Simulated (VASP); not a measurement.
# Al2O5 (C2/m) in VASP: a series of runs

The runs below take Al2O5 through relaxation of cell and atoms, single point, with PBE.

All numbers are computed with VASP 6.6.1; they aren't measurements. Logs are shortened: lines on timing, memory, paths and dates and some standing lists are left out, and cuts for length are marked.

## 1. The cell of the first run

Symmetry: C2/m, No. 12, monoclinic system. Conventional cell: a = 12.362 Å, b = 3.037 Å, c = 4.906 Å, α = 90.00°, β = 98.25°, γ = 90.00°. Al (site symmetry m) has 6 O at 1.85 to 2.09 Å within 2.4 Å. Within 2.4 Å of O (site symmetry 2/m) lie 2 Al at 1.85 Å. Within 2.9 Å of O (site symmetry m) lie 2 Al at 1.99 Å and 7 O at 2.63 to 2.90 Å. O (site symmetry m) has 3 Al at 2.04 to 2.09 Å and 8 O at 2.62 to 2.90 Å within 2.9 Å.

The cell was generated, and may not be a known phase.

## 2. Relaxation of cell and atoms, PBE

Input file INCAR:

```
ALGO = Normal
EDIFF = 1E-7
EDIFFG = -0.08
ENCUT = 600
GGA = PE
IBRION = 2
ISIF = 3
ISMEAR = 0
LASPH = T
LCHARG = F
LREAL = F
LWAVE = F
NELM = 80
NSW = 36
PREC = Accurate
SIGMA = 0.2
```

Input file KPOINTS:

```
k-points
0
Gamma
  5 5 4
```

Input file POSCAR:

```
Al2O5
1.0
    6.1808368300     -1.5185457700      0.0000000000
    6.1808368300      1.5185457700      0.0000000000
   -0.7039849600      0.0000000000      4.8553001400
Al O
2 5
Direct
    0.1377999900      0.1377999900      0.8967000100
    0.8622000100      0.8622000100      0.1032999900
    0.0000000000      0.0000000000      0.0000000000
    0.6093999700      0.6093999700      0.6330000200
    0.3906000300      0.3906000300      0.3669999800
    0.3025999900      0.3025999900      0.8460000000
    0.6974000100      0.6974000100      0.1540000000
```

Potentials or basis: VASP PAW PBE potentials, release 64 (Al, O).

Run with:

```
cat potpaw_PBE.64/Al/POTCAR potpaw_PBE.64/O/POTCAR > POTCAR
mpirun -np 1 vasp_std > vasp.out
```

OUTCAR:

```text
EDIFF = 1E-7
   EDIFFG = -0.08
   ENCUT = 600
   GGA = PE
   IBRION = 2
   ISIF = 3
   ISMEAR = 0
   LASPH = T
   LREAL = F
   NELM = 80
   NSW = 36
   PREC = Accurate

 ion  position               nearest neighbor table
   1  0.138  0.138  0.897-   3 1.85   4 1.99   4 1.99   7 2.04   7 2.04   6 2.09   2 3.20   2 3.20

   2  0.862  0.862  0.103-   3 1.85   5 1.99   5 1.99   6 2.04   6 2.04   7 2.09   1 3.20   1 3.20

   3  0.000  0.000  0.000-   1 1.85   2 1.85
   4  0.609  0.609  0.633-   1 1.99   1 1.99
   5  0.391  0.391  0.367-   2 1.99   2 1.99
   6  0.303  0.303  0.846-   2 2.04   2 2.04   1 2.09
   7  0.697  0.697  0.154-   1 2.04   1 2.04   2 2.09

  LATTYP: Found a base centered monoclinic cell.
 ALAT       =    12.3616736600
 B/A-ratio  =     0.2456861121
 C/A-ratio  =     0.3968775831
 COS(beta)  =    -0.1434926108

  Lattice vectors:

 A1 = (   6.1808368300,  -1.5185457700,   0.0000000000)
 A2 = (   6.1808368300,   1.5185457700,   0.0000000000)
 A3 = (  -0.7039849600,   0.0000000000,   4.8553001400)

Analysis of symmetry for initial positions (statically):
=====================================================================
 Subroutine PRICEL returns:
 Original cell was already a primitive cell.

 Routine SETGRP: Setting up the symmetry group for a
 base centered monoclinic supercell.

 Subroutine GETGRP returns: Found  4 space group operations
 (whereof  4 operations were pure point group operations)
 out of a pool of  4 trial point group operations.

The static configuration has the point symmetry C_2h.

Analysis of symmetry for dynamics (positions and initial velocities):
=====================================================================
 Subroutine PRICEL returns:
 Original cell was already a primitive cell.

 Routine SETGRP: Setting up the symmetry group for a
 base centered monoclinic supercell.

 Subroutine GETGRP returns: Found  4 space group operations
 (whereof  4 operations were pure point group operations)
 out of a pool of  4 trial point group operations.

The dynamic configuration has the point symmetry C_2h.

 Subroutine INISYM returns: Found  4 space group operations
 (whereof  4 operations are pure point group operations),
 and found     1 'primitive' translations

----------------------------------------------------------------------------------------

                                     Primitive cell

  volume of cell :      91.1426

  direct lattice vectors                    reciprocal lattice vectors
     6.180836830 -1.518545770  0.000000000     0.080895195 -0.329262384  0.011729244
     6.180836830  1.518545770  0.000000000     0.080895195  0.329262384  0.011729244
    -0.703984960  0.000000000  4.855300140     0.000000000  0.000000000  0.205960491

  length of vectors
     6.364646508  6.364646508  4.906071165     0.339257019  0.339257019  0.205960491

  position of ions in fractional coordinates (direct lattice)
     0.137799990  0.137799990  0.896700010
     0.862200010  0.862200010  0.103299990
     0.000000000  0.000000000  0.000000000
     0.609399970  0.609399970  0.633000020
     0.390600030  0.390600030  0.366999980
     0.302599990  0.302599990  0.846000000
     0.697400010  0.697400010  0.154000000

  ion indices of the primitive-cell ions
   primitive index   ion index
                 1           1
                 2           2
                 3           3
                 4           4
                 5           5
                 6           6
                 7           7

----------------------------------------------------------------------------------------

 KPOINTS: k-points

Automatic generation of k-mesh.
 Grid dimensions read from file:
 generate k-points for:    5    5    4

 Generating k-lattice:

  Cartesian coordinates                     Fractional coordinates (reciprocal lattice)
     0.016179039 -0.065852477  0.002345849     0.200000000 -0.000000000 -0.000000000
     0.016179039  0.065852477  0.002345849    -0.000000000  0.200000000 -0.000000000
     0.000000000  0.000000000  0.051490123     0.000000000  0.000000000  0.250000000

  Length of vectors
     0.067851404  0.067851404  0.051490123

  Shift w.r.t. Gamma in fractional coordinates (k-lattice)
     0.000000000  0.000000000  0.000000000

 Subroutine IBZKPT returns following result:
 ===========================================

 Found     33 irreducible k-points:

 Following reciprocal coordinates:
            Coordinates               Weight
  0.000000  0.000000  0.000000      1.000000
  0.200000  0.000000  0.000000      4.000000
  0.400000  0.000000  0.000000      4.000000
  0.200000  0.200000  0.000000      2.000000
  0.400000  0.200000  0.000000      4.000000
 -0.400000  0.200000 -0.000000      4.000000
[... 16 lines left out ...]
 -0.200000 -0.400000  0.250000      4.000000
 -0.200000 -0.200000  0.250000      2.000000
 [... further k-points ...]
   k-points           NKPTS =     33   k-points in BZ     NKDIM =     33   number of bands    NBANDS=     22
   number of dos      NEDOS =    301   number of ions     NIONS =      7
   total plane-waves  NPLWV = 116640
   dimension x,y,z NGX =    54 NGY =   54 NGZ =   40
   dimension x,y,z NGXF=   108 NGYF=  108 NGZF=   80
   ions per type =               2   5
   NGX,Y,Z   is equivalent  to a cutoff of  14.10, 14.10, 13.55 a.u.
   NGXF,Y,Z  is equivalent  to a cutoff of  28.21, 28.21, 27.11 a.u.
 SYSTEM =  unknown system
   PREC   = accura    normal or accurate (medium, high low for compatibility)
   ISTART =      0    job   : 0-new  1-cont  2-samecut
   ICHARG =      2    charge: 1-file 2-atom 10-const
   ISPIN  =      1    spin polarized calculation?
   LNONCOLLINEAR =      F non collinear calculations
   LSORBIT =      F    spin-orbit coupling
   LASPH  =      T    aspherical Exc in radial PAW
   ENCUT  =  600.0 eV  44.10 Ry    6.64 a.u.  12.71 12.71  9.80*2*pi/ulx,y,z
   NELM   =     80;   NELMIN=  2; NELMDL= -5     # of ELM steps
   EDIFF  = 0.1E-06   stopping-criterion for ELM
   LREAL  =      F    real-space projection
   EDIFFG = -.8E-01   stopping-criterion for IOM
   NSW    =     36    number of steps for IOM
   IBRION =      2    ionic relax: 0-MD 1-quasi-New 2-CG
   NFREE  =      1    steps in history (QN), initial steepest desc. (CG)
   ISIF   =      3    stress and relaxation
   ISYM   =      2    0-nonsym 1-usesym 2-fastsym
   POTIM  = 0.5000    time-step for ionic-motion
   TEBEG  =    0.0;   TEEND  =   0.0 temperature during run
   PSTRESS=    0.0 pullay stress
   NELECT =      36.0000    total number of electrons
   NUPDOWN=      -1.0000    fix difference up-down
   EMIN   =  10.00;   EMAX   =-10.00  energy-range for DOS
   EFERMI =   0.00;   METHOD = LEGACY
   ISMEAR =     0;   SIGMA  =   0.20  broadening in eV -4-tet -1-fermi 0-gaus
   EFERMI_NEDOS =   21; number of points for ismear=-14 and -15
   IALGO  =     38    algorithm
   IMIX   =      4    mixing-type and parameters
     AMIX     =   0.40;   BMIX     =  1.00
     AMIX_MAG =   1.60;   BMIX_MAG =  1.00
  volume/ion in A,a.u.               =      13.02        87.87
  Fermi-wavevector in a.u.,A,eV,Ry     =   1.201163  2.269869 19.630382  1.442792
  Thomas-Fermi vector in A             =   2.336979
   LORBIT       =      0    0 simple, 1 ext, 2 COOP (PROOUT), +10 PAW based schemes
   GGA     = PE    functional components
   LHFCALC =     F    Hartree Fock is set to
   AEXX    =    0.0000 exact exchange contribution
   IVDW    =     0    specifies the selected vdW correction
   LEPSILON=     F    determine dielectric tensor
   LRPA    =     F    only Hartree local field effects (RPA)
 conjugate gradient relaxation of ions
 non-spin polarized calculation
 Gauss-broadening in eV      SIGMA  =   0.20
  energy-cutoff  :      600.00
  volume of cell :       91.14
 maximum number of plane-waves:      3058
 NGX is ok and might be reduce to    54
   NGX = 25   NGY = 25   NGZ = 19

--------------------------------------- Ionic step        1  -------------------------------------------

 number of electron      36.0000003 magnetization

 Free energy of the ion-electron system (eV)
  ---------------------------------------------------
  ext. energy  EPLUGINS =         0.00000000
  ---------------------------------------------------
  free energy    TOTEN  =       -40.63321856 eV

  energy without entropy =      -40.45121443  energy(sigma->0) =      -40.54221649

 E-fermi :   0.0641     XC(G=0):  -9.2708

 val. band max:        0.0623365667   @ k =  -0.4000  -0.4000   0.2500
 cond. band min:       0.0820920221   @ k =   0.2000   0.0000   0.5000
 fundamental gap:      0.0197554554
 Fermi energy:         0.0641321138

 k-point     1 :       0.0000    0.0000    0.0000
  band No.  band energies     occupation
      1     -17.5155      2.00000
      2     -16.2199      2.00000
      3     -16.1927      2.00000
      4     -15.7130      2.00000
      5     -15.7062      2.00000
      6      -4.6678      2.00000
[... 574 lines left out ...]
      6      -4.5683      2.00000
[... 14 lines left out ...]
     21       6.8055      0.00000
     22       8.9140      0.00000

 [... further k-points ...]
[... 5 lines left out ...]
  --------------------------------------------------------------------------------------
  -------------------------------------------------------------------------------------
  Total       -9.3421357     -8.1365693    -11.9295612      0.0000000      0.0000000      0.6720429
  in kB     -164.2235784   -143.0311626   -209.7074258      0.0000000      0.0000000     11.8137101
  external PRESSURE =    -172.3207223 kB  Pullay stress =       0.0000000 kB
[... 104 lines left out ...]
  FREE ENERGIE OF THE ION-ELECTRON SYSTEM (eV)
  ---------------------------------------------------
  free  energy   TOTEN  =       -41.6348296533 eV

  energy  without entropy=      -41.4808355328  energy(sigma->0) =      -41.55783259

 E-fermi :   1.3717     XC(G=0):  -9.9470

 val. band max:        1.3683220888   @ k =  -0.2000  -0.4000   0.2500
 cond. band min:       1.3750067404   @ k =   0.4000   0.4000   0.2500
 fundamental gap:      0.0066846516
 Fermi energy:         1.3717350426

 k-point     1 :       0.0000    0.0000    0.0000
  band No.  band energies     occupation
      1     -17.3371      2.00000
      2     -15.6661      2.00000
      3     -15.3149      2.00000
      4     -14.6458      2.00000
      5     -14.6348      2.00000
      6      -3.6452      2.00000
[... 574 lines left out ...]
      6      -3.5395      2.00000
[... 14 lines left out ...]
     21       9.4713      0.00000
     22      11.4223      0.00000

 [... further k-points ...]

[... ionic steps 4 to 31 ...]

--------------------------------------- Ionic step       32  -------------------------------------------

 number of electron      35.9999999 magnetization

------------------------ aborting loop because EDIFF is reached ----------------------------------------

  FORCE on cell =-STRESS in cart. coord.  units (eV):
  Direction    XX          YY          ZZ          XY          YZ          ZX
  --------------------------------------------------------------------------------------
  -------------------------------------------------------------------------------------
  Total       -0.4878818      0.1757535     -0.0727387      0.0000000      0.0000000      0.1715713
  in kB      -11.6129748      4.1834337     -1.7313880      0.0000000      0.0000000      4.0838865
  external PRESSURE =      -3.0536430 kB  Pullay stress =       0.0000000 kB
[... 67 lines left out ...]
  energy  without entropy=      -44.3064200420  energy(sigma->0) =      -44.30642022

--------------------------------------- Ionic step       34  -------------------------------------------

 number of electron      35.9999998 magnetization

 Free energy of the ion-electron system (eV)
  ---------------------------------------------------
  ext. energy  EPLUGINS =         0.00000000
  ---------------------------------------------------
  free energy    TOTEN  =       -44.30781850 eV

  energy without entropy =      -44.30781835  energy(sigma->0) =      -44.30781842

 E-fermi :   5.5903     XC(G=0): -10.7622

 val. band max:        4.9452996750   @ k =   0.0000   0.0000   0.5000
 cond. band min:       6.2116834099   @ k =   0.0000   0.0000   0.5000
 fundamental gap:      1.2663837349
 Fermi energy:         5.5903178699

 k-point     1 :       0.0000    0.0000    0.0000
  band No.  band energies     occupation
      1     -18.2956      2.00000
      2     -17.3661      2.00000
      3     -11.9226      2.00000
      4     -11.5149      2.00000
      5     -11.3023      2.00000
      6      -4.6850      2.00000
[... 574 lines left out ...]
      6      -4.2126      2.00000
[... 14 lines left out ...]
     21      10.3471      0.00000
     22      11.4784      0.00000

 [... further k-points ...]
[... 5 lines left out ...]
  --------------------------------------------------------------------------------------
  -------------------------------------------------------------------------------------
  Total       -0.1642069      0.0084579      0.0601549      0.0000000      0.0000000      0.0072605
  in kB       -3.9104841      0.2014199      1.4325502      0.0000000      0.0000000      0.1729043
  external PRESSURE =      -0.7588380 kB  Pullay stress =       0.0000000 kB
[... 22 lines left out ...]
  FREE ENERGIE OF THE ION-ELECTRON SYSTEM (eV)
  ---------------------------------------------------
  free  energy   TOTEN  =       -44.3078185011 eV

  energy  without entropy=      -44.3078183476  energy(sigma->0) =      -44.30781842

 reached required accuracy - stopping structural energy minimisation
```

Wall time 35 min (1 thread of Intel Xeon 6975P-C (Granite Rapids), shared host); peak memory 0.4 GiB.

Results:

| Item | Value |
| --- | --- |
| Free energy | -44.3078 eV |
| Relaxed volume | 9.61 Å³/atom |
| Relaxed cell | a = 6.105 Å, b = 6.105 Å, c = 3.739 Å, α = 88.44°, β = 88.44°, γ = 28.88° |
| Space group after relaxing (to 0.1 Å) | C2/m (No. 12) |
| Pressure after relaxing | -0.1 GPa |
| Largest force after relaxing | 0.045 eV/Å |
| Band gap on the k mesh | 1.27 eV |

Forces on the atoms (eV/Å):
```
Al  -0.031  0.000 -0.031
Al   0.031  0.000  0.031
O    0.000  0.000  0.000
O   -0.022  0.000 -0.039
O    0.022  0.000  0.039
O   -0.040  0.000 -0.005
O    0.040  0.000  0.005
```

Stress tensor (GPa, compression positive):
```
-0.39  0.00  0.02
 0.00  0.02  0.00
 0.02  0.00  0.14
```

Final structure:
```yaml
crystal:
  lattice:
    - [5.88472, -1.52244, 0.57090]
    - [5.88472, 1.52244, 0.57090]
    - [-0.25621, 0.00000, 3.72985]
  atoms:
    - { symbol: Al, position: [0.13600, 0.13600, 0.84855] }
    - { symbol: Al, position: [0.86400, 0.86400, 0.15145] }
    - { symbol: O, position: [0.00000, 0.00000, 0.00000] }
    - { symbol: O, position: [0.63664, 0.63664, 0.54263] }
    - { symbol: O, position: [0.36336, 0.36336, 0.45736] }
    - { symbol: O, position: [0.30908, 0.30908, 0.81882] }
    - { symbol: O, position: [0.69092, 0.69092, 0.18118] }
```

Levels at points of the mesh, in eV from the valence-band top:
```
           k point  band 15  band 16  band 17  band 18  band 19  band 20  band 21  band 22
(0.00, 0.00, 0.00)    -2.02    -1.89    -0.86    -0.13     2.80     3.64     4.46     6.38
(0.00, 0.00, 0.50)    -2.10    -1.74    -0.79     0.00     1.27     2.70     6.09     6.93
```

Caveat: the k points lie up to 0.43 Å⁻¹ apart in the final cell; the volume moved by over 15 % at a fixed basis, so the end points are rough; the relaxation stopped at a loose force limit of 0.08 eV/Å, so its end isn't a converged minimum.

## 3. Single point, PBE

This run uses another cell than the first one, of 9.61 Å³/atom.

Input file INCAR:

```
PREC = Accurate ; ENCUT = 520
EDIFF = 1E-6 ; ISMEAR = 0
SIGMA = 0.02 ; LREAL = False
LASPH = True ; NELM = 80
ALGO = Normal ; ISIF = 2
LWAVE = False ; LCHARG = False
GGA = PE ; NBANDS = 27
```

Input file KPOINTS:

```
regular mesh
0
Gamma
  10 10 8
```

Input file POSCAR:

```
Al2O5
1.0
    5.8941944050     -1.5250739972      0.0007322948
    5.8941944050      1.5250739972      0.0007322948
   -0.1050705786      0.0000000000      3.7403190930
Al O
2 5
Direct
    0.1359009748      0.1359009748      0.1551577220
    0.8640990252      0.8640990252      0.8448422780
    0.0000000000      0.0000000000      0.0000000000
    0.6356710038      0.6356710038      0.4606197684
    0.3643289962      0.3643289962      0.5393802316
    0.3087188635      0.3087188635      0.1814155202
    0.6912811365      0.6912811365      0.8185844798
```

Potentials or basis: VASP PAW PBE potentials, release 64 (Al, O).

Run with:

```
cat potpaw_PBE.64/Al/POTCAR potpaw_PBE.64/O/POTCAR > POTCAR
mpirun -np 1 vasp_std > vasp.out
```

It took 5 min on 1 thread of Intel Xeon 6975P-C (Granite Rapids), shared host; peak memory 0.43 GiB.

The run converged. Its results:

```yaml
Free_energy: -44.2525 eV
Pressure: 0.2 GPa
Largest_force: 0.164 eV/Å
Band_gap_on_the_k_mesh: 1.40 eV
```

Forces on the atoms (eV/Å):
```
Al   0.021  0.000  0.014
Al  -0.021  0.000 -0.014
O    0.000  0.000  0.000
O   -0.043  0.000 -0.153
O    0.043  0.000  0.153
O   -0.069  0.000 -0.148
O    0.069  0.000  0.148
```

Stress tensor (GPa, compression positive):
```
 0.10  0.00  0.55
 0.00 -0.33  0.00
 0.55  0.00  0.71
```

Levels at points of the mesh, in eV from the valence-band top:
```csv
k point,band 14,band 15,band 16,band 17,band 18,band 19,band 20,band 21,band 22,band 23
"(0.00, 0.00, 0.00)",-2.21,-1.99,-1.81,-0.86,-0.13,2.88,3.73,4.46,6.43,9.52
"(0.50, 0.00, 0.00)",-3.36,-2.51,-2.15,-1.46,-0.64,3.34,3.65,7.86,8.76,9.16
"(0.50, 0.50, 0.00)",-2.25,-1.80,-1.77,-0.88,-0.15,3.09,3.37,5.71,5.75,9.11
"(0.00, 0.00, 0.50)",-2.03,-2.03,-1.73,-0.77,0.00,1.40,2.86,6.07,6.94,7.70
"(0.50, 0.00, 0.50)",-2.93,-2.05,-1.39,-1.07,-0.78,2.33,2.63,7.93,8.75,10.04
"(0.50, 0.50, 0.50)",-2.31,-1.89,-1.13,-1.01,-0.11,1.81,2.62,5.41,7.38,7.87
```

A k mesh can miss the band edges.
